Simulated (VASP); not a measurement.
# Zr3S (P6_322) in VASP: notebook

Zr3S is run at these levels: PBEsol; tasks: single point.

Program: VASP 6.6.1. These are calculated values, not measurements. Logs are shortened: lines on timing, memory, paths and dates and some standing lists are left out, and cuts for length are marked.

### 1 The cell of the first run

It takes space group P6_322 (No. 182, hexagonal). The conventional cell has a = 5.834 Å, b = 5.834 Å, c = 5.388 Å, α = 90.00°, β = 90.00°, γ = 120.00°. Zr (site symmetry 2) has 2 S at 2.35 Å within 3.1 Å. Within 3.1 Å of S (site symmetry 32) lie 6 Zr at 2.35 Å.

### 2 Single point, PBEsol

Contents of INCAR:

```
SYSTEM = Zr3S
PREC = Accurate
ENCUT = 520
EDIFF = 1E-7
ISMEAR = 0
SIGMA = 0.1
LREAL = .False.
LASPH = .True.
NELM = 80
ALGO = Normal
ISIF = 2
LWAVE = .False.
LCHARG = .True.
GGA = PS
LELF = .True.
LVHAR = .True.
NBANDS = 52
```

Contents of KPOINTS:

```
Automatic mesh
0
Gamma
  6 6 4
  0 0 0
```

Contents of POSCAR:

```
Zr3S
1.0
    5.8343219954      0.0000000000      0.0000000000
   -2.9171609977      5.0526710618      0.0000000000
    0.0000000000      0.0000000000      5.3875256363
Zr S
6 2
Direct
    0.0000000000      0.6605667269      0.5000000000
    0.0000000000      0.3394332731      0.0000000000
    0.6605667269      0.6605667269      0.0000000000
    0.6605667269      0.0000000000      0.5000000000
    0.3394332731      0.3394332731      0.5000000000
    0.3394332731      0.0000000000      0.0000000000
    0.6666666667      0.3333333333      0.7500000000
    0.3333333333      0.6666666667      0.2500000000
```

Potentials or basis: VASP PAW PBE potentials, release 64 (Zr_sv, S).

Command:

```sh
> cat potpaw_PBE.64/Zr_sv/POTCAR potpaw_PBE.64/S/POTCAR > POTCAR
> mpirun -np 1 vasp_std > vasp.out
```

OUTCAR:

```text
SYSTEM = Zr3S
   PREC = Accurate
   ENCUT = 520
   EDIFF = 1E-7
   ISMEAR = 0
   LREAL = .False.
   LASPH = .True.
   NELM = 80
   ISIF = 2
   GGA = PS

 ion  position               nearest neighbor table
   1  0.000  0.661  0.500-   8 2.35   7 2.35   2 3.28   2 3.28   4 3.34   4 3.34   5 3.34   5 3.34
                             6 3.34   6 3.34   3 3.34   3 3.34   5 3.43   4 3.43
   2  0.000  0.339  0.000-   7 2.35   8 2.35   1 3.28   1 3.28   6 3.34   6 3.34   3 3.34   3 3.34
                             4 3.34   4 3.34   5 3.34   5 3.34   3 3.43   6 3.43
   3  0.661  0.661  0.000-   7 2.35   8 2.35   5 3.28   5 3.28   6 3.34   6 3.34   2 3.34   2 3.34
                             4 3.34   4 3.34   1 3.34   1 3.34   2 3.43   6 3.43
   4  0.661  0.000  0.500-   7 2.35   8 2.35   6 3.28   6 3.28   1 3.34   5 3.34   5 3.34   1 3.34
                             3 3.34   2 3.34   3 3.34   2 3.34   1 3.43   5 3.43
   5  0.339  0.339  0.500-   8 2.35   7 2.35   3 3.28   3 3.28   4 3.34   4 3.34   1 3.34   1 3.34
                             6 3.34   6 3.34   2 3.34   2 3.34   1 3.43   4 3.43
   6  0.339  0.000  0.000-   8 2.35   7 2.35   4 3.28   4 3.28   3 3.34   2 3.34   3 3.34   2 3.34
                             1 3.34   1 3.34   5 3.34   5 3.34   2 3.43   3 3.43
   7  0.667  0.333  0.750-   4 2.35   2 2.35   6 2.35   1 2.35   3 2.35   5 2.35
   8  0.333  0.667  0.250-   6 2.35   1 2.35   4 2.35   2 2.35   5 2.35   3 2.35

  LATTYP: Found a hexagonal cell.
 ALAT       =     5.8343219954
 C/A-ratio  =     0.9234193177

  Lattice vectors:

 A1 = (   5.8343219954,   0.0000000000,   0.0000000000)
 A2 = (  -2.9171609977,   5.0526710618,   0.0000000000)
 A3 = (   0.0000000000,   0.0000000000,   5.3875256363)

Analysis of symmetry for initial positions (statically):
=====================================================================
 Subroutine PRICEL returns:
 Original cell was already a primitive cell.

 Routine SETGRP: Setting up the symmetry group for a
 hexagonal supercell.

 Subroutine GETGRP returns: Found 12 space group operations
 (whereof  6 operations were pure point group operations)
 out of a pool of 24 trial point group operations.

The static configuration has the point symmetry D_3 .
 The point group associated with its full space group is D_6 .

Analysis of symmetry for dynamics (positions and initial velocities):
=====================================================================
 Subroutine PRICEL returns:
 Original cell was already a primitive cell.

 Routine SETGRP: Setting up the symmetry group for a
 hexagonal supercell.

 Subroutine GETGRP returns: Found 12 space group operations
 (whereof  6 operations were pure point group operations)
 out of a pool of 24 trial point group operations.

The dynamic configuration has the point symmetry D_3 .
 The point group associated with its full space group is D_6 .

 Subroutine INISYM returns: Found 12 space group operations
 (whereof  6 operations are pure point group operations),
 and found     1 'primitive' translations

----------------------------------------------------------------------------------------

                                     Primitive cell

  volume of cell :     158.8184

  direct lattice vectors                    reciprocal lattice vectors
     5.834321995  0.000000000  0.000000000     0.171399522  0.098957560  0.000000000
    -2.917160998  5.052671062  0.000000000     0.000000000  0.197915120  0.000000000
     0.000000000  0.000000000  5.387525636     0.000000000  0.000000000  0.185613966

  length of vectors
     5.834321995  5.834321995  5.387525636     0.197915120  0.197915120  0.185613966

  position of ions in fractional coordinates (direct lattice)
     0.000000000  0.660566727  0.500000000
     0.000000000  0.339433273  0.000000000
     0.660566727  0.660566727  0.000000000
     0.660566727  0.000000000  0.500000000
     0.339433273  0.339433273  0.500000000
     0.339433273  0.000000000  0.000000000
     0.666666667  0.333333333  0.750000000
     0.333333333  0.666666667  0.250000000

  ion indices of the primitive-cell ions
   primitive index   ion index
                 1           1
                 2           2
                 3           3
                 4           4
                 5           5
                 6           6
                 7           7
                 8           8

----------------------------------------------------------------------------------------

 KPOINTS: Automatic mesh

Automatic generation of k-mesh.
 Grid dimensions read from file:
 generate k-points for:    6    6    4

 Generating k-lattice:

  Cartesian coordinates                     Fractional coordinates (reciprocal lattice)
     0.028566587  0.016492927  0.000000000     0.166666667  0.000000000  0.000000000
     0.000000000  0.032985853  0.000000000     0.000000000  0.166666667  0.000000000
     0.000000000  0.000000000  0.046403491     0.000000000  0.000000000  0.250000000

  Length of vectors
     0.032985853  0.032985853  0.046403491

  Shift w.r.t. Gamma in fractional coordinates (k-lattice)
     0.000000000  0.000000000  0.000000000

 Subroutine IBZKPT returns following result:
 ===========================================

 Found     21 irreducible k-points:

 Following reciprocal coordinates:
            Coordinates               Weight
  0.000000  0.000000  0.000000      1.000000
  0.166667  0.000000  0.000000      6.000000
  0.333333  0.000000  0.000000      6.000000
  0.500000  0.000000  0.000000      3.000000
  0.166667  0.166667  0.000000      6.000000
  0.333333  0.166667  0.000000     12.000000
[... 13 lines left out ...]
  0.333333  0.166667  0.500000     12.000000
  0.333333  0.333333  0.500000      2.000000
   k-points           NKPTS =     21   k-points in BZ     NKDIM =     21   number of bands    NBANDS=     52
   number of dos      NEDOS =    301   number of ions     NIONS =      8
   total plane-waves  NPLWV =  92160
   dimension x,y,z NGX =    48 NGY =   48 NGZ =   40
   dimension x,y,z NGXF=    96 NGYF=   96 NGZF=   80
   ions per type =               6   2
   NGX,Y,Z   is equivalent  to a cutoff of  13.68, 13.68, 12.34 a.u.
   NGXF,Y,Z  is equivalent  to a cutoff of  27.35, 27.35, 24.69 a.u.
 SYSTEM =  Zr3S
   PREC   = accura    normal or accurate (medium, high low for compatibility)
   ISTART =      0    job   : 0-new  1-cont  2-samecut
   ICHARG =      2    charge: 1-file 2-atom 10-const
   ISPIN  =      1    spin polarized calculation?
   LNONCOLLINEAR =      F non collinear calculations
   LSORBIT =      F    spin-orbit coupling
   LASPH  =      T    aspherical Exc in radial PAW
   ENCUT  =  520.0 eV  38.22 Ry    6.18 a.u.  10.85 10.85 10.02*2*pi/ulx,y,z
   NELM   =     80;   NELMIN=  2; NELMDL= -5     # of ELM steps
   EDIFF  = 0.1E-06   stopping-criterion for ELM
   LREAL  =      F    real-space projection
   EDIFFG = 0.1E-05   stopping-criterion for IOM
   NSW    =      0    number of steps for IOM
   IBRION =     -1    ionic relax: 0-MD 1-quasi-New 2-CG
   NFREE  =      0    steps in history (QN), initial steepest desc. (CG)
   ISIF   =      2    stress and relaxation
   ISYM   =      2    0-nonsym 1-usesym 2-fastsym
   POTIM  = 0.5000    time-step for ionic-motion
   TEBEG  =    0.0;   TEEND  =   0.0 temperature during run
   PSTRESS=    0.0 pullay stress
   NELECT =      84.0000    total number of electrons
   NUPDOWN=      -1.0000    fix difference up-down
   EMIN   =  10.00;   EMAX   =-10.00  energy-range for DOS
   EFERMI =   0.00;   METHOD = LEGACY
   ISMEAR =     0;   SIGMA  =   0.10  broadening in eV -4-tet -1-fermi 0-gaus
   EFERMI_NEDOS =   21; number of points for ismear=-14 and -15
   IALGO  =     38    algorithm
   IMIX   =      4    mixing-type and parameters
     AMIX     =   0.40;   BMIX     =  1.00
     AMIX_MAG =   1.60;   BMIX_MAG =  1.00
  volume/ion in A,a.u.               =      19.85       133.97
  Fermi-wavevector in a.u.,A,eV,Ry     =   1.323938  2.501880 23.848455  1.752812
  Thomas-Fermi vector in A             =   2.453509
   LORBIT       =      0    0 simple, 1 ext, 2 COOP (PROOUT), +10 PAW based schemes
   GGA     = PS    functional components
   LHFCALC =     F    Hartree Fock is set to
   AEXX    =    0.0000 exact exchange contribution
   IVDW    =     0    specifies the selected vdW correction
   LEPSILON=     F    determine dielectric tensor
   LRPA    =     F    only Hartree local field effects (RPA)
 non-spin polarized calculation
 Gauss-broadening in eV      SIGMA  =   0.10
  energy-cutoff  :      520.00
  volume of cell :      158.82
 maximum number of plane-waves:      4304
 NGX is ok and might be reduce to    48
   NGX = 21   NGY = 21   NGZ = 21

 number of electron      83.9999995 magnetization

 Free energy of the ion-electron system (eV)
  ---------------------------------------------------
  ext. energy  EPLUGINS =         0.00000000
  ---------------------------------------------------
  free energy    TOTEN  =       -68.82378588 eV

  energy without entropy =      -68.78960179  energy(sigma->0) =      -68.80669383

 E-fermi :   9.4581     XC(G=0): -11.4281

 val. band max:        9.4481187518   @ k =   0.0000   0.0000   0.5000
 cond. band min:       9.4591530273   @ k =   0.3333   0.1667   0.2500
 fundamental gap:      0.0110342755
 Fermi energy:         9.4581294589

 k-point     1 :       0.0000    0.0000    0.0000
  band No.  band energies     occupation
      1     -39.1156      2.00000
      2     -39.0114      2.00000
      3     -39.0023      2.00000
      4     -39.0023      2.00000
      5     -38.9917      2.00000
      6     -38.9917      2.00000
[... 44 lines left out ...]
     51      12.2939      0.00000
     52      13.2180      0.00000

 k-point     2 :       0.1667    0.0000    0.0000
  band No.  band energies     occupation
      1     -39.1085      2.00000
      2     -39.0126      2.00000
      3     -39.0096      2.00000
      4     -39.0078      2.00000
      5     -38.9887      2.00000
      6     -38.9879      2.00000
[... 1037 lines left out ...]
 k-point    21 :       0.3333    0.3333    0.5000
  band No.  band energies     occupation
      1     -39.0259      2.00000
      2     -39.0259      2.00000
      3     -39.0202      2.00000
      4     -39.0202      2.00000
      5     -39.0120      2.00000
      6     -39.0120      2.00000
[... 44 lines left out ...]
     51      12.0038      0.00000
     52      12.0038      0.00000

------------------------ aborting loop because EDIFF is reached ----------------------------------------

  FORCE on cell =-STRESS in cart. coord.  units (eV):
  Direction    XX          YY          ZZ          XY          YZ          ZX
  --------------------------------------------------------------------------------------
  -------------------------------------------------------------------------------------
  Total       11.8272041     11.8272041     16.3624757      0.0000000      0.0000000     -0.0000000
  in kB      119.3141373    119.3141373    165.0664562      0.0000000      0.0000000     -0.0000000
  external PRESSURE =     134.5649103 kB  Pullay stress =       0.0000000 kB

 VOLUME and BASIS-vectors are now :
 -----------------------------------------------------------------------------
  energy-cutoff  :      520.00
  volume of cell :      158.82
      direct lattice vectors                 reciprocal lattice vectors
     5.834321995  0.000000000  0.000000000     0.171399522  0.098957560  0.000000000
    -2.917160998  5.052671062  0.000000000     0.000000000  0.197915120  0.000000000
     0.000000000  0.000000000  5.387525636     0.000000000  0.000000000  0.185613966

 POSITION                                       TOTAL-FORCE (eV/Angst)
 -----------------------------------------------------------------------------------
     -1.92698      3.33763      2.69376        -0.825236      1.429351     -0.000000
     -0.99018      1.71504      0.00000         0.825236     -1.429351     -0.000000
      1.92698      3.33763      0.00000         0.825236      1.429351      0.000000
      3.85396      0.00000      2.69376         1.650473      0.000000      0.000000
      0.99018      1.71504      2.69376        -0.825236     -1.429351      0.000000
      1.98036      0.00000      0.00000        -1.650473      0.000000     -0.000000
      2.91716      1.68422      4.04064        -0.000000      0.000000      0.000000
     -0.00000      3.36845      1.34688        -0.000000      0.000000     -0.000000
 -----------------------------------------------------------------------------------
    total drift:                                0.000001     -0.000001      0.000000

  FREE ENERGIE OF THE ION-ELECTRON SYSTEM (eV)
  ---------------------------------------------------
  free  energy   TOTEN  =       -68.8237858774 eV

  energy  without entropy=      -68.7896017909  energy(sigma->0) =      -68.80669383
```

It took 2.2 min on 1 thread of Intel Xeon 6975P-C (Granite Rapids), shared host; peak memory 0.35 GiB.

Results:

| Quantity | Value |
| --- | --- |
| Free energy | -68.8238 eV |
| Pressure | 13.5 GPa |
| Largest force | 1.650 eV/Å |
| Band gap on the k mesh | zero (bands 42 and 43 overlap by 0.36 eV) |

Forces on the atoms (eV/Å):
```
Zr  -0.825  1.429  0.000
Zr   0.825 -1.429  0.000
Zr   0.825  1.429  0.000
Zr   1.650  0.000  0.000
Zr  -0.825 -1.429  0.000
Zr  -1.650  0.000  0.000
S    0.000  0.000  0.000
S    0.000  0.000  0.000
```

Levels at points of the mesh, in eV from the Fermi level:
| k point | band 39 | band 40 | band 41 | band 42 | band 43 | band 44 | band 45 | band 46 |
| --- | --- | --- | --- | --- | --- | --- | --- | --- |
| (0.00, 0.00, 0.00) | -1.02 | -0.53 | -0.10 | 0.35 | 0.67 | 0.67 | 0.72 | 0.72 |
| (0.50, 0.00, 0.00) | -1.01 | -0.97 | -0.91 | -0.14 | 0.49 | 0.77 | 1.00 | 1.52 |
| (0.00, 0.00, 0.50) | -0.73 | -0.73 | -0.36 | -0.36 | -0.01 | -0.01 | 0.21 | 0.21 |
| (0.50, 0.00, 0.50) | -1.16 | -1.16 | -0.54 | -0.54 | 0.32 | 0.32 | 1.15 | 1.15 |

Caveat: the cell stands under pressure; the PAW data sets were made with another functional, which shifts forces and pressure a little.

[end of part 1 of 2]
